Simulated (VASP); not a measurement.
# Ni (Fm-3m) in VASP: a series of runs, part 2 of 2

VASP 6.6.1.

### Step 4. Single point, RPBE, collinear spin, ferromagnetic start

This run uses another cell than the first one, of 10.49 Å³/atom, 0.943 times its volume.

Contents of INCAR:

```
PREC = Accurate ; ENCUT = 520
EDIFF = 1E-7 ; ISMEAR = -1
SIGMA = 0.05 ; LREAL = F
LASPH = T ; NELM = 150
ALGO = Fast ; ISIF = 2
LWAVE = F ; LCHARG = F
ISPIN = 2 ; MAGMOM = 1
LORBIT = 11 ; LMAXMIX = 4
GGA = RP ; NBANDS = 15
```

Contents of KPOINTS:

```
Automatic mesh
0
Gamma
  13 13 13
```

Contents of POSCAR:

```
Ni
1.0
    0.0000000000      1.7375729330      1.7375729330
    1.7375729330      0.0000000000      1.7375729330
    1.7375729330      1.7375729330      0.0000000000
Ni
1
Direct
    0.0000000000      0.0000000000      0.0000000000
```

Potentials or basis: VASP PAW PBE potentials, release 64 (Ni).

The run is started by

```console
$ cat potpaw_PBE.64/Ni/POTCAR > POTCAR
$ mpirun -np 1 vasp_std > vasp.out
```

OUTCAR:

```text
PREC = Accurate
   ENCUT = 520
   EDIFF = 1E-7
   ISMEAR = -1
   LREAL = F
   LASPH = T
   NELM = 150
   ISIF = 2
   ISPIN = 2
   LORBIT = 11
   GGA = RP

 ion  position               nearest neighbor table
   1  0.000  0.000  0.000-

  LATTYP: Found a face centered cubic cell.
 ALAT       =     3.4751458660

  Lattice vectors:

 A1 = (   0.0000000000,   1.7375729330,   1.7375729330)
 A2 = (   1.7375729330,   0.0000000000,   1.7375729330)
 A3 = (   1.7375729330,   1.7375729330,   0.0000000000)

Analysis of symmetry for initial positions (statically):
[... 1071 lines left out ...]
  -------------------------------------------------------------------------------------
  Total        0.9138462      0.9138462      0.9138462      0.0000000      0.0000000      0.0000000
  in kB      139.5483028    139.5483028    139.5483028      0.0000000      0.0000000      0.0000000
  external PRESSURE =     139.5483028 kB  Pullay stress =       0.0000000 kB

 VOLUME and BASIS-vectors are now :
 -----------------------------------------------------------------------------
  energy-cutoff  :      520.00
  volume of cell :       10.49
      direct lattice vectors                 reciprocal lattice vectors
     0.000000000  1.737572933  1.737572933    -0.287757705  0.287757705  0.287757705
     1.737572933  0.000000000  1.737572933     0.287757705 -0.287757705  0.287757705
     1.737572933  1.737572933  0.000000000     0.287757705  0.287757705 -0.287757705

 POSITION                                       TOTAL-FORCE (eV/Angst)
 -----------------------------------------------------------------------------------
      0.00000      0.00000      0.00000         0.000000      0.000000     -0.000000
 -----------------------------------------------------------------------------------
    total drift:                               -0.000000      0.000000      0.000000

  FREE ENERGIE OF THE ION-ELECTRON SYSTEM (eV)
  ---------------------------------------------------
  free  energy   TOTEN  =        -4.9330264551 eV

  energy  without entropy=       -4.9204261721  energy(sigma->0) =       -4.92672631

 total charge

# of ion       s       p       d       tot
------------------------------------------
    1        0.512   0.530   8.328   9.370

 magnetization (x)

# of ion       s       p       d       tot
------------------------------------------
    1       -0.006  -0.026   0.666   0.634
```

stdout:

```text
POSCAR found type information on POSCAR Ni
 POSCAR found :  1 types and       1 ions
 scaLAPACK will be used
 -----------------------------------------------------------------------------
|                                                                             |
|                                                                             |
|     You enforced a specific xc type in the INCAR file but a different       |
|     I HOPE YOU KNOW WHAT YOU ARE DOING!                                     |
|                                                                             |
 -----------------------------------------------------------------------------

 LDA part: xc-table for (Slater+PW92), standard interpolation
 POSCAR, INCAR and KPOINTS ok, starting setup
 FFT: planning ... GRIDC
 FFT: planning ... GRID_SOFT
 FFT: planning ... GRID
 WAVECAR not read
 entering main loop
WARNING in EDDRMM: call to ZHEGV failed, returncode =   6  3     11
WARNING in EDDRMM: call to ZHEGV failed, returncode =   8  4     12
WARNING in EDDRMM: call to ZHEGV failed, returncode =   8  4     12
 num prob WARNING in EDDRMM: call to ZHEGV failed, returncode =   8  4     12
```

Wall time 15 s (1 thread of Intel Xeon 6975P-C (Granite Rapids), shared host); peak memory 0.13 GiB.

Results:

```yaml
Free_energy: -4.9330 eV
Pressure: 14.0 GPa
Net_moment: 0.62 μB per cell
Site_moments: Ni +0.63 μB
Valence_electrons_inside_the_program's_atomic_spheres: Ni 9.37
```

Levels at points of the mesh, in eV from the Fermi level:
Spin up:
```csv
k point,band 3,band 4,band 5,band 6,band 7,band 8
"(0.00, 0.00, 0.00)",-2.54,-2.54,-1.31,-1.31,23.98,28.20
```
Spin down:
```
           k point  band 3  band 4  band 5  band 6  band 7  band 8
(0.00, 0.00, 0.00)   -1.77   -1.77   -0.72   -0.72   23.80   28.15
```

Caveat: the PAW data sets were made with another functional, which shifts forces and pressure a little.

### Step 5. Relaxation of cell and atoms, LDA, collinear spin, ferromagnetic start

This run uses another cell than the first one, of 10.49 Å³/atom, 0.943 times its volume.

Contents of INCAR:

```
ALGO     = Normal         # electronic algorithm
EDIFF    = 1E-6           # SCF threshold, eV
EDIFFG   = -0.005         # ionic threshold
ENCUT    = 600            # plane-wave cutoff, eV
GGA      = CA             # functional
IBRION   = 2              # ionic algorithm
ISIF     = 3              # what is computed and relaxed
ISMEAR   = -1             # smearing method
ISPIN    = 2              # spin polarisation
LASPH    = T              # aspherical terms in the spheres
LCHARG   = F              # write CHGCAR
LMAXMIX  = 4              # l up to which the mixer works
LORBIT   = 11             # projections on sites
LREAL    = F              # projectors in reciprocal space
LWAVE    = F              # write WAVECAR
MAGMOM   = 1              # initial moments
NELM     = 150            # most SCF steps
NSW      = 80             # ionic steps
PREC     = Accurate       # precision mode
SIGMA    = 0.05           # smearing width, eV
```

Contents of KPOINTS:

```
k-points
0
Gamma
  13 13 13
```

POSCAR is that of step 4.

Potentials or basis: VASP PAW LDA potentials, release 64 (Ni).

The run is started by

```console
$ cat potpaw_LDA.64/Ni/POTCAR > POTCAR
$ mpirun -np 1 vasp_std > vasp.out
```

It took 25 s on 1 thread of Intel Xeon 6975P-C (Granite Rapids), shared host; peak memory 0.14 GiB.

Results (log left out):

| Property | Result |
| --- | --- |
| Free energy | -6.5883 eV |
| Relaxed volume | 10.02 Å³/atom |
| Relaxed cell | a = 2.420 Å, b = 2.420 Å, c = 2.420 Å, α = 60.00°, β = 60.00°, γ = 60.00° |
| Space group after relaxing (to 0.05 Å) | Fm-3m (No. 225) |
| Energy gained by relaxing | 15.5 meV/atom |
| Ionic steps | 4 |
| Pressure after relaxing | 0.1 GPa |
| Net moment | 0.61 μB per cell |
| Site moments | Ni +0.61 μB |
| Valence electrons inside the program's atomic spheres | Ni 9.48 |

The path:
```
step  energy change (eV)  largest force (eV/Å)  pressure (GPa)  volume (Å³)
   1              0.0000                0.0000          -10.29        10.49
   2              0.0089                0.0000           15.67         9.50
   3             -0.0155                0.0000           -0.17        10.03
   4             -0.0155                0.0000            0.07        10.02
```

Final structure:
```yaml
crystal:
  lattice:
    - [0.00000, 1.71139, 1.71139]
    - [1.71139, 0.00000, 1.71139]
    - [1.71139, 1.71139, 0.00000]
  atoms:
    - { symbol: Ni, position: [0.00000, 0.00000, 0.00000] }
```

Levels at points of the mesh, in eV from the Fermi level:
Spin up:
| k point | band 1 | band 2 | band 3 | band 4 | band 5 | band 6 | band 7 | band 8 | band 9 | band 10 |
| --- | --- | --- | --- | --- | --- | --- | --- | --- | --- | --- |
| (0.00, 0.00, 0.00) | -9.57 | -2.57 | -2.57 | -2.57 | -1.28 | -1.28 | 24.46 | 28.87 | 28.87 | 28.87 |
Spin down:
| k point | band 1 | band 2 | band 3 | band 4 | band 5 | band 6 | band 7 | band 8 | band 9 | band 10 |
| --- | --- | --- | --- | --- | --- | --- | --- | --- | --- | --- |
| (0.00, 0.00, 0.00) | -9.51 | -1.95 | -1.95 | -1.95 | -0.70 | -0.70 | 24.46 | 28.93 | 28.93 | 28.93 |

### Step 6. Single point, PBEsol, collinear spin, ferromagnetic start

This run uses another cell than the first one, of 10.49 Å³/atom, 0.943 times its volume.

Contents of INCAR:

```
PREC = Accurate ; ENCUT = 590
EDIFF = 1E-6 ; ISMEAR = -1
SIGMA = 0.05 ; LREAL = False
LASPH = True ; NELM = 200
ALGO = Normal ; ISIF = 2
LWAVE = False ; LCHARG = False
ISPIN = 2 ; MAGMOM = 2
LORBIT = 11 ; NUPDOWN = 2.0
LMAXMIX = 4 ; GGA = PS
NBANDS = 19 ; GGA_COMPAT = False
```

Contents of KPOINTS:

```
regular mesh
0
Gamma
  11 11 11
```

POSCAR is that of step 5.

Potentials or basis: VASP PAW PBE potentials, release 64 (Ni_sv_GW).

The run is started by

```console
$ cat potpaw_PBE.64/Ni_sv_GW/POTCAR > POTCAR
$ mpirun -np 1 vasp_std > vasp.out
```

It took 16 s on 1 thread of AMD EPYC 9R45 (Zen 5), shared host; peak memory 0.12 GiB.

It converged, with:

| Item | Value |
| --- | --- |
| Free energy | -5.3258 eV |
| Pressure | 23.6 GPa |
| Net moment | 2.00 μB per cell |
| Site moments | Ni +1.81 μB |
| Valence electrons inside the program's atomic spheres | Ni 16.33 |

Caveat: the PAW data sets were made with another functional, which shifts forces and pressure a little; the total moment is fixed, so each spin has its own Fermi level.

### Step 7. The runs side by side

```tsv
task	level	potentials or basis	fixed moment (μB)	cell	k mesh	cutoff (eV)	second run	gap on the mesh (eV)	pressure (GPa)	moment (μB)
single point	LDA	VASP PAW LDA potentials, release 64 (Ni)	-	a = 2.505 Å, angles 60.0°, 1 atom	13 × 13 × 13	520	-	none	-20.3	0.62
single point	LDA	VASP PAW LDA potentials, release 64 (Ni)	-	a = 2.421 Å, angles 60.0°, 1 atom	13 × 13 × 13	520	-	none	0.0	0.61
single point	RPBE	VASP PAW PBE potentials, release 64 (Ni)	-	a = 2.457 Å, angles 60.0°, 1 atom	13 × 13 × 13	520	-	none	14.0	0.62
relaxation of cell and atoms	LDA	VASP PAW LDA potentials, release 64 (Ni)	-	relaxed from a = 2.457 Å, angles 60.0°, 1 atom	13 × 13 × 13	600	-	none	0.1	0.61
single point	PBEsol	VASP PAW PBE potentials, release 64 (Ni_sv_GW)	2.0	a = 2.457 Å, angles 60.0°, 1 atom	11 × 11 × 11	590	valence_matched	-	23.6	2.00
```

Alike in all rows: spin collinear, ferromagnetic start; smearing fermi-dirac 0.05 eV.

Caveats: the PAW data sets were made with another functional, which shifts forces and pressure a little (some runs); the total moment is fixed, so each spin has its own Fermi level (some runs).

Total energies depend on the potentials used, so only differences within one code and one set of settings carry meaning.
